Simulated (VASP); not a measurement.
# Pb (P6_3/mmc) in VASP: notebook, part 2 of 2

VASP 6.6.1. The steps go on from the part before.

## (3) Single point, PBEsol

This run uses another cell than the first one, of 22.10 Å³/atom, 0.754 times its volume.

Contents of INCAR:

```
SYSTEM = Pb
PREC = Accurate ; ENCUT = 520
EDIFF = 1E-6 ; ISMEAR = -1
SIGMA = 0.05 ; LREAL = .FALSE.
LASPH = .TRUE. ; NELM = 60
ALGO = Normal ; ISIF = 2
LWAVE = .FALSE. ; LCHARG = .FALSE.
GGA = PS ; NBANDS = 21
```

Contents of KPOINTS:

```
regular mesh
0
G
  9 9 5
  0 0 0
```

Contents of POSCAR:

```
Pb
1.0
    3.1241666727      0.0000000000      0.0000000000
   -1.5620833364      2.7056077043      0.0000000000
    0.0000000000      0.0000000000      5.2281363880
Pb
2
Direct
    0.6666666667      0.3333333333      0.7500000000
    0.3333333333      0.6666666667      0.2500000000
```

Potentials or basis: VASP PAW PBE potentials, release 64 (Pb_d).

Command:

```console
cat potpaw_PBE.64/Pb_d/POTCAR > POTCAR
mpirun -np 1 vasp_std > vasp.out
```

OUTCAR:

```text
SYSTEM = Pb
   PREC = Accurate
   ENCUT = 520
   EDIFF = 1E-6
   ISMEAR = -1
   LREAL = .FALSE.
   LASPH = .TRUE.
   NELM = 60
   ISIF = 2
   GGA = PS

 ion  position               nearest neighbor table
   1  0.667  0.333  0.750-   2 3.18   2 3.18   2 3.18   2 3.18   2 3.18   2 3.18
   2  0.333  0.667  0.250-   1 3.18   1 3.18   1 3.18   1 3.18   1 3.18   1 3.18

  LATTYP: Found a hexagonal cell.
 ALAT       =     3.1241666727
 C/A-ratio  =     1.6734498942

  Lattice vectors:

 A1 = (   3.1241666727,   0.0000000000,   0.0000000000)
 A2 = (  -1.5620833364,   2.7056077043,   0.0000000000)
 A3 = (   0.0000000000,   0.0000000000,   5.2281363880)

Analysis of symmetry for initial positions (statically):
=====================================================================
 Subroutine PRICEL returns:
 Original cell was already a primitive cell.

 Routine SETGRP: Setting up the symmetry group for a
 hexagonal supercell.

 Subroutine GETGRP returns: Found 24 space group operations
 (whereof 12 operations were pure point group operations)
 out of a pool of 24 trial point group operations.

The static configuration has the point symmetry D_3d.
 The point group associated with its full space group is D_6h.

Analysis of symmetry for dynamics (positions and initial velocities):
=====================================================================
 Subroutine PRICEL returns:
 Original cell was already a primitive cell.

 Routine SETGRP: Setting up the symmetry group for a
 hexagonal supercell.

 Subroutine GETGRP returns: Found 24 space group operations
 (whereof 12 operations were pure point group operations)
 out of a pool of 24 trial point group operations.

The dynamic configuration has the point symmetry D_3d.
 The point group associated with its full space group is D_6h.

 Subroutine INISYM returns: Found 24 space group operations
 (whereof 12 operations are pure point group operations),
 and found     1 'primitive' translations

----------------------------------------------------------------------------------------

                                     Primitive cell

  volume of cell :      44.1922

  direct lattice vectors                    reciprocal lattice vectors
     3.124166673  0.000000000  0.000000000     0.320085355  0.184801366  0.000000000
    -1.562083336  2.705607704  0.000000000     0.000000000  0.369602732  0.000000000
     0.000000000  0.000000000  5.228136388     0.000000000  0.000000000  0.191272745

  length of vectors
     3.124166673  3.124166673  5.228136388     0.369602732  0.369602732  0.191272745

  position of ions in fractional coordinates (direct lattice)
     0.666666667  0.333333333  0.750000000
     0.333333333  0.666666667  0.250000000

  ion indices of the primitive-cell ions
   primitive index   ion index
                 1           1
                 2           2

----------------------------------------------------------------------------------------

 KPOINTS: regular mesh

Automatic generation of k-mesh.
 Grid dimensions read from file:
 generate k-points for:    9    9    5

 Generating k-lattice:

  Cartesian coordinates                     Fractional coordinates (reciprocal lattice)
     0.035565039  0.020533485  0.000000000     0.111111111 -0.000000000  0.000000000
     0.000000000  0.041066970  0.000000000     0.000000000  0.111111111  0.000000000
     0.000000000  0.000000000  0.038254549     0.000000000  0.000000000  0.200000000

  Length of vectors
     0.041066970  0.041066970  0.038254549

  Shift w.r.t. Gamma in fractional coordinates (k-lattice)
     0.000000000  0.000000000  0.000000000

 Subroutine IBZKPT returns following result:
 ===========================================

 Found     36 irreducible k-points:

 Following reciprocal coordinates:
            Coordinates               Weight
  0.000000  0.000000  0.000000      1.000000
  0.111111  0.000000  0.000000      6.000000
  0.222222  0.000000  0.000000      6.000000
  0.333333  0.000000  0.000000      6.000000
  0.444444  0.000000  0.000000      6.000000
  0.111111  0.111111  0.000000      6.000000
[... 16 lines left out ...]
  0.333333  0.222222  0.200000     24.000000
  0.333333  0.333333  0.200000      4.000000
 [... further k-points ...]
   k-points           NKPTS =     36   k-points in BZ     NKDIM =     36   number of bands    NBANDS=     21
   number of dos      NEDOS =    301   number of ions     NIONS =      2
   total plane-waves  NPLWV =  23040
   dimension x,y,z NGX =    24 NGY =   24 NGZ =   40
   dimension x,y,z NGXF=    48 NGYF=   48 NGZF=   80
   ions per type =               2
   NGX,Y,Z   is equivalent  to a cutoff of  12.77, 12.77, 12.72 a.u.
   NGXF,Y,Z  is equivalent  to a cutoff of  25.54, 25.54, 25.44 a.u.
 SYSTEM =  Pb
   PREC   = accura    normal or accurate (medium, high low for compatibility)
   ISTART =      0    job   : 0-new  1-cont  2-samecut
   ICHARG =      2    charge: 1-file 2-atom 10-const
   ISPIN  =      1    spin polarized calculation?
   LNONCOLLINEAR =      F non collinear calculations
   LSORBIT =      F    spin-orbit coupling
   LASPH  =      T    aspherical Exc in radial PAW
   ENCUT  =  520.0 eV  38.22 Ry    6.18 a.u.   5.81  5.81  9.72*2*pi/ulx,y,z
   NELM   =     60;   NELMIN=  2; NELMDL= -5     # of ELM steps
   EDIFF  = 0.1E-05   stopping-criterion for ELM
   LREAL  =      F    real-space projection
   EDIFFG = 0.1E-04   stopping-criterion for IOM
   NSW    =      0    number of steps for IOM
   IBRION =     -1    ionic relax: 0-MD 1-quasi-New 2-CG
   NFREE  =      0    steps in history (QN), initial steepest desc. (CG)
   ISIF   =      2    stress and relaxation
   ISYM   =      2    0-nonsym 1-usesym 2-fastsym
   POTIM  = 0.5000    time-step for ionic-motion
   TEBEG  =    0.0;   TEEND  =   0.0 temperature during run
   PSTRESS=    0.0 pullay stress
   NELECT =      28.0000    total number of electrons
   NUPDOWN=      -1.0000    fix difference up-down
   EMIN   =  10.00;   EMAX   =-10.00  energy-range for DOS
   EFERMI =   0.00;   METHOD = LEGACY
   ISMEAR =    -1;   SIGMA  =   0.05  broadening in eV -4-tet -1-fermi 0-gaus
   EFERMI_NEDOS =   21; number of points for ismear=-14 and -15
   IALGO  =     38    algorithm
   IMIX   =      4    mixing-type and parameters
     AMIX     =   0.40;   BMIX     =  1.00
     AMIX_MAG =   1.60;   BMIX_MAG =  1.00
  volume/ion in A,a.u.               =      22.10       149.11
  Fermi-wavevector in a.u.,A,eV,Ry     =   1.406087  2.657119 26.899816  1.977081
  Thomas-Fermi vector in A             =   2.528483
   LORBIT       =      0    0 simple, 1 ext, 2 COOP (PROOUT), +10 PAW based schemes
   GGA     = PS    functional components
   LHFCALC =     F    Hartree Fock is set to
   AEXX    =    0.0000 exact exchange contribution
   IVDW    =     0    specifies the selected vdW correction
   LEPSILON=     F    determine dielectric tensor
   LRPA    =     F    only Hartree local field effects (RPA)
 non-spin polarized calculation
  energy-cutoff  :      520.00
  volume of cell :       44.19
 maximum number of plane-waves:      1202
 NGX is ok and might be reduce to    24
   NGX = 11   NGY = 11   NGZ = 19

 number of electron      27.9999997 magnetization

 Free energy of the ion-electron system (eV)
  ---------------------------------------------------
  ext. energy  EPLUGINS =         0.00000000
  ---------------------------------------------------
  free energy    TOTEN  =        -6.88795012 eV

  energy without entropy =       -6.87650638  energy(sigma->0) =       -6.88222825

 E-fermi :  11.1095     XC(G=0): -11.9618

 val. band max:       11.0847004514   @ k =   0.2222   0.2222   0.2000
 cond. band min:      11.1126981923   @ k =   0.2222   0.0000   0.4000
 fundamental gap:      0.0279977409
 Fermi energy:        11.1094900442

 k-point     1 :       0.0000    0.0000    0.0000
  band No.  band energies     occupation
      1      -6.4194      2.00000
      2      -6.2341      2.00000
      3      -6.1753      2.00000
      4      -6.1753      2.00000
      5      -6.1203      2.00000
      6      -6.1203      2.00000
[... 13 lines left out ...]
     20      21.7173      0.00000
     21      24.3387      0.00000

 k-point     2 :       0.1111    0.0000    0.0000
  band No.  band energies     occupation
      1      -6.3779      2.00000
      2      -6.2451      2.00000
      3      -6.1482      2.00000
      4      -6.1074      2.00000
      5      -6.1020      2.00000
      6      -6.0506      2.00000
[... 520 lines left out ...]
 k-point    24 :       0.3333    0.3333    0.2000
  band No.  band energies     occupation
      1      -6.3509      2.00000
      2      -6.2138      2.00000
      3      -6.2138      2.00000
      4      -5.9774      2.00000
      5      -5.9768      2.00000
      6      -5.9768      2.00000
[... 13 lines left out ...]
     20      25.2241      0.00000
     21      25.5288      0.00000

 [... further k-points ...]
[... 5 lines left out ...]
  --------------------------------------------------------------------------------------
  -------------------------------------------------------------------------------------
  Total        8.2295436      8.2295436      8.2468045     -0.0000000      0.0000000     -0.0000000
  in kB      298.3598637    298.3598637    298.9856539     -0.0000000      0.0000000     -0.0000000
  external PRESSURE =     298.5684604 kB  Pullay stress =       0.0000000 kB

 VOLUME and BASIS-vectors are now :
 -----------------------------------------------------------------------------
  energy-cutoff  :      520.00
  volume of cell :       44.19
      direct lattice vectors                 reciprocal lattice vectors
     3.124166673  0.000000000  0.000000000     0.320085355  0.184801366  0.000000000
    -1.562083336  2.705607704  0.000000000     0.000000000  0.369602732  0.000000000
     0.000000000  0.000000000  5.228136388     0.000000000  0.000000000  0.191272745

 POSITION                                       TOTAL-FORCE (eV/Angst)
 -----------------------------------------------------------------------------------
      1.56208      0.90187      3.92110         0.000000      0.000000      0.000000
     -0.00000      1.80374      1.30703        -0.000000     -0.000000      0.000000
 -----------------------------------------------------------------------------------
    total drift:                               -0.000000      0.000000      0.000000

  FREE ENERGIE OF THE ION-ELECTRON SYSTEM (eV)
  ---------------------------------------------------
  free  energy   TOTEN  =        -6.8879501176 eV

  energy  without entropy=       -6.8765063804  energy(sigma->0) =       -6.88222825
```

OSZICAR:

```text
N       E                     dE             d eps       ncg     rms          rms(c)
DAV:   1     0.300126492779E+03    0.30013E+03   -0.14385E+04  1512   0.182E+03
DAV:   2     0.135538100807E+02   -0.28657E+03   -0.27950E+03  1522   0.427E+02
DAV:   3    -0.639226344566E+01   -0.19946E+02   -0.19750E+02  1837   0.141E+02
DAV:   4    -0.694649858296E+01   -0.55424E+00   -0.55397E+00  1864   0.251E+01
DAV:   5    -0.697196596664E+01   -0.25467E-01   -0.25466E-01  2031   0.487E+00    0.154E+00
DAV:   6    -0.691000082101E+01    0.61965E-01   -0.76223E-02  2112   0.452E+00    0.715E-01
DAV:   7    -0.688960274054E+01    0.20398E-01   -0.29888E-02  2120   0.269E+00    0.143E-01
DAV:   8    -0.688794822095E+01    0.16545E-02   -0.20863E-03  2121   0.606E-01    0.120E-02
DAV:   9    -0.688795217506E+01   -0.39541E-05   -0.32158E-05  2399   0.644E-02    0.767E-03
DAV:  10    -0.688795038669E+01    0.17884E-05   -0.15420E-06  1305   0.138E-02    0.693E-04
DAV:  11    -0.688795011762E+01    0.26907E-06   -0.30256E-07  1106   0.682E-03
   1 F= -.68879501E+01 E0= -.68822282E+01  d E =-.114437E-01
```

Run time: 8.8 s. Hardware: 1 thread of Intel Xeon 6975P-C (Granite Rapids), shared host; peak memory 0.16 GiB.

What came out:

- Free energy: -6.8880 eV
- Pressure: 29.9 GPa
- Band gap on the k mesh: zero (band 14 reaches 19.16 eV, above the bottom of band 15 at 8.43 eV)

Caveat: the PAW data sets were made with another functional, which shifts forces and pressure a little; spin-orbit coupling is left out, which moves the levels of the heavy elements.

## (4) Single point, PBEsol

This run uses another cell than the first one, of 25.82 Å³/atom, 0.881 times its volume.

Contents of INCAR:

```
SYSTEM = Pb
PREC = Accurate
ENCUT = 520
EDIFF = 1E-6
ISMEAR = -1
SIGMA = 0.05
LREAL = .False.
LASPH = .True.
NELM = 60
ALGO = Normal
ISIF = 2
LWAVE = .False.
LCHARG = .False.
GGA = PS
NBANDS = 21
```

Contents of KPOINTS:

```
Automatic mesh
0
Gamma
  9 9 5
  0 0 0
```

Contents of POSCAR:

```
Pb
1.0
    3.2754646077      0.0000000000      0.0000000000
   -1.6377323038      2.8366355595      0.0000000000
    0.0000000000      0.0000000000      5.5582432946
Pb
2
Direct
    0.6666666667      0.3333333333      0.7500000000
    0.3333333333      0.6666666667      0.2500000000
```

Command:

```console
cat potpaw_PBE.64/Pb_d/POTCAR > POTCAR
mpirun -np 1 vasp_std > vasp.out
```

Wall time 9.2 s (1 thread of Intel Xeon 6975P-C (Granite Rapids), shared host); peak memory 0.17 GiB.

The run converged. Its results:

| Quantity | Value |
| --- | --- |
| Free energy | -7.7602 eV |
| Pressure | 9.9 GPa |
| Band gap on the k mesh | zero (band 14 reaches 16.07 eV, above the bottom of band 15 at 6.68 eV) |

Levels at points of the mesh, in eV from the Fermi level:
```csv
k point,band 12,band 13,band 14,band 15,band 16,band 17
"(0.00, 0.00, 0.00)",-8.52,-4.99,7.21,7.21,8.08,9.23
```

Caveat: the PAW data sets were made with another functional, which shifts forces and pressure a little; spin-orbit coupling is left out, which moves the levels of the heavy elements.

## (5) Single point, PBEsol

This run uses another cell than the first one, of 27.43 Å³/atom, 0.936 times its volume.

Contents of INCAR:

```
PREC     = Accurate       # precision mode
ENCUT    = 520            # plane-wave cutoff, eV
EDIFF    = 1E-7           # SCF threshold, eV
ISMEAR   = -1             # smearing method
SIGMA    = 0.05           # smearing width, eV
LREAL    = F              # projectors in reciprocal space
LASPH    = T              # aspherical terms in the spheres
NELM     = 60             # most SCF steps
ALGO     = Normal         # electronic algorithm
ISIF     = 2              # what is computed and relaxed
LWAVE    = F              # write WAVECAR
LCHARG   = T              # write CHGCAR
GGA      = PS             # functional
LELF     = T              # ELF
LVHAR    = T            
NBANDS   = 21             # bands
```

Contents of KPOINTS:

```
regular mesh
0
Gamma
  9 9 5
```

Contents of POSCAR:

```
Pb
1.0
    3.3407694124      0.0000000000      0.0000000000
   -1.6703847062      2.8931911793      0.0000000000
    0.0000000000      0.0000000000      5.6765362373
Pb
2
Direct
    0.6666666667      0.3333333333      0.7500000000
    0.3333333333      0.6666666667      0.2500000000
```

Command:

```console
cat potpaw_PBE.64/Pb_d/POTCAR > POTCAR
mpirun -np 1 vasp_std > vasp.out
```

It took 15 s on 1 thread of Intel Xeon 6975P-C (Granite Rapids), shared host; peak memory 0.18 GiB.

Results (log left out):

```yaml
Free_energy: -7.9083 eV
Pressure: 4.9 GPa
Band_gap_on_the_k_mesh: zero (band 14 reaches 14.92 eV, above the bottom of band 15 at 6.08 eV)
```

Levels at points of the mesh, in eV from the Fermi level:
```tsv
k point	band 12	band 13	band 14	band 15	band 16	band 17
(0.00, 0.00, 0.00)	-8.47	-4.67	6.80	6.80	7.62	8.67
```

Caveat: the PAW data sets were made with another functional, which shifts forces and pressure a little; spin-orbit coupling is left out, which moves the levels of the heavy elements.

## (6) Summary

| task | level | cell | cutoff (eV) | gap on the mesh (eV) | pressure (GPa) |
| --- | --- | --- | --- | --- | --- |
| relaxation of cell and atoms | revPBE | relaxed from a = 3.480, b = 3.480, c = 5.590 Å, angles 90.0, 90.0, 120.0°, 2 atoms | 600 | none | 0.0 |
| single point | PBEsol | a = 3.124, b = 3.124, c = 5.228 Å, angles 90.0, 90.0, 120.0°, 2 atoms | 520 | none | 29.9 |
| single point | PBEsol | a = 3.275, b = 3.275, c = 5.558 Å, angles 90.0, 90.0, 120.0°, 2 atoms | 520 | none | 9.9 |
| single point | PBEsol | a = 3.341, b = 3.341, c = 5.677 Å, angles 90.0, 90.0, 120.0°, 2 atoms | 520 | none | 4.9 |

Alike in all rows: potentials or basis VASP PAW PBE potentials, release 64 (Pb_d); no spin polarisation; k mesh 9 × 9 × 5; smearing fermi-dirac 0.05 eV.

Caveats: the PAW data sets were made with another functional, which shifts forces and pressure a little; spin-orbit coupling is left out, which moves the levels of the heavy elements; the volume moved by +11 % from the deposited cell, more than functionals usually miss (some runs).

Total energies depend on the potentials used, so only differences within one code and one set of settings carry meaning.
